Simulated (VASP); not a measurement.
F, 2 atoms in the cell. It takes space group P6_3/mmc (No. 194, hexagonal). Conventional cell: a = 2.942 Å, b = 2.942 Å, c = 2.959 Å, α = 90.00°, β = 90.00°, γ = 120.00°. F (site symmetry -6m2) has 14 F at 2.25 to 2.96 Å within 3.0 Å. 

- Program: VASP 6.6.1
- Task: electric field gradients
- Functional: PBE
- Potentials or basis: VASP PAW PBE potentials, release 64 (F)
- Cutoff: 520 eV
- k mesh: 19 × 19 × 10
- Occupations: fermi-dirac, width 0.08 eV
- Spin: no spin polarisation
- Dipole correction: no
- Further INCAR settings: ALGO = Normal; EDIFF = 1e-08; NBANDS = 14

Potentials or basis: VASP PAW PBE potentials, release 64 (F).

Command:

```console
$ cat potpaw_PBE.64/F/POTCAR > POTCAR
$ mpirun -np 1 vasp_std > vasp.out
```

Hardware: 1 thread of Intel Xeon 8259CL (shared host).

Problem. How long does it take, and how much memory?

Solution. It took 62 s on 1 thread of Intel Xeon 8259CL, on a shared host, peak memory 0.17 GiB. Counts: scf iterations 14, k points 240.
